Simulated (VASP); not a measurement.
Here is a VASP 6.6.1 calculation.

File INCAR:

```
PREC = Accurate ; ENCUT = 600
EDIFF = 1E-6 ; ISMEAR = -1
SIGMA = 0.1 ; LREAL = F
LASPH = T ; NELM = 60
ALGO = Normal ; ISIF = 3
LWAVE = F ; LCHARG = F
GGA = RE ; IBRION = 2
NSW = 80 ; EDIFFG = -0.01
```

Contents of KPOINTS:

```
regular mesh
0
Gamma
  7 7 7
```

Contents of POSCAR:

```
Cs
1.0
    0.0000000000      3.8081113733      3.8081113733
    3.8081113733      0.0000000000      3.8081113733
    3.8081113733      3.8081113733      0.0000000000
Cs
1
Direct
    0.0000000000      0.0000000000      0.0000000000
```

Potentials or basis: VASP PAW PBE potentials, release 64 (Cs_sv).

The run is started by

```sh
$ cat potpaw_PBE.64/Cs_sv/POTCAR > POTCAR
$ mpirun -np 1 vasp_std > vasp.out
```

**Question.** Estimate the relaxed volume.

**Answer.** 128.49 Å³/atom.

**Question.** Predict the space group after relaxing (to 0.1 Å).

**Answer.** Fm-3m (No. 225).

Final structure:
```
Cs
1.0
     0.00000    4.00513    4.00513
     4.00513    0.00000    4.00513
     4.00513    4.00513    0.00000
Cs
1
Direct
  0.00000 0.00000 0.00000
```

Caveat: the volume moved by over 15 % at a fixed basis, so the end points are rough; the PAW data sets were made with another functional, which shifts forces and pressure a little.
